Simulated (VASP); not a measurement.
Input of a VASP 6.6.1 run:

The input INCAR:

```
  PREC = Accurate
  ENCUT = 520
  EDIFF = 1E-7
  ISMEAR = -1
  SIGMA = 0.002
  LREAL = Auto
  LASPH = True
  NELM = 100
  ALGO = Normal
  ISIF = 2
  LWAVE = False
  LCHARG = False
  GGA = PE
  NBANDS = 80
```

File KPOINTS:

```
regular mesh
0
Gamma
  2 2 1
```

Contents of POSCAR:

```
Zn2Cu3Ge2S8
1.0
    5.3212770000      0.0000000000      0.0000000000
    0.0000000000      5.3212770000      0.0000000000
    0.0000000000      0.0000000000     10.6975710000
Zn Cu Ge S
2 3 2 8
Direct
   -0.0004322271      0.0173078755     -0.0099555310
    0.4924757723      0.5397200710      0.4945889118
   -0.0394078339      0.4723678170      0.2442891008
    0.0102794874      0.4713906079      0.7599108246
    0.4761075208      0.0088700513      0.7422713063
   -0.0066337460      0.0075169926      0.4942430389
    0.4828728142      0.5179583773      0.0030661166
    0.2357328889      0.2410887462      0.6238519006
    0.2421223327      0.8019315664      0.3639891710
    0.2264869880      0.2835597545      0.1017988102
    0.7041542848      0.2310723535      0.3912850871
    0.7579195746      0.7451782721      0.1083423517
    0.7171774745      0.2616853060      0.8686083972
    0.7927420429      0.7473957849      0.6274228047
    0.2539240111      0.7492374481      0.8570824162
```

Potentials or basis: VASP PAW PBE potentials, release 64 (Zn, Cu, Ge_d, S).

Run with:

```bash
$ cat potpaw_PBE.64/Zn/POTCAR potpaw_PBE.64/Cu/POTCAR potpaw_PBE.64/Ge_d/POTCAR potpaw_PBE.64/S/POTCAR > POTCAR
$ mpirun -np 1 vasp_std > vasp.out
```

(1) What does it give for the largest force?

(2) What does it give for the pressure?

(3) Predict the band gap on the k mesh.

Answers

(1) 1.815 eV/Å.

(2) 1.3 GPa.

(3) zero (an odd number of electrons rules out a gap without spin polarisation).

Caveat: the k points lie up to 0.59 Å⁻¹ apart, too coarse for converged energies and pressures of a metal.
